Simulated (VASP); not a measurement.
Here is a VASP 6.6.1 calculation.

The input INCAR:

```
SYSTEM = HfO2
  ALGO = Normal
  EDIFF = 1E-6
  ENCUT = 520
  GGA = PE
  ISIF = 2
  ISMEAR = 0
  LASPH = .True.
  LCHARG = .False.
  LREAL = .False.
  LWAVE = .False.
  NBANDS = 18
  NELM = 60
  PREC = Accurate
  SIGMA = 0.05
```

KPOINTS

```
k-points
0
Gamma
  8 8 8
  0 0 0
```

POSCAR

```
HfO2
1.0
    0.0000000000      2.5150188282      2.5489194570
    2.4808633075      0.0000000000      2.5489194570
    2.4808633075      2.5150188282      0.0000000000
Hf O
1 2
Direct
    0.0000000000      0.0000000000      0.0000000000
    0.2500000000      0.2500000000      0.2500000000
    0.7500000000      0.7500000000      0.7500000000
```

Potentials or basis: VASP PAW PBE potentials, release 64 (Hf_pv, O).

The run is started by

```bash
$ cat potpaw_PBE.64/Hf_pv/POTCAR potpaw_PBE.64/O/POTCAR > POTCAR
$ mpirun -np 1 vasp_std > vasp.out
```

Q: What does it give for the band gap on the k mesh?

A: 3.64 eV, indirect (least direct gap 3.70 eV).

Q: Predict the pressure.

A: 6.8 GPa.

Stress tensor (GPa, compression positive):
```
13.36  0.00  0.00
 0.00  6.78  0.00
 0.00  0.00  0.28
```

Caveat: the cell differs from its parent crystal (normal strain along x -0.0267, normal strain along y -0.0133); spin-orbit coupling is left out, which moves the levels of the heavy elements. A k mesh can miss the band edges.
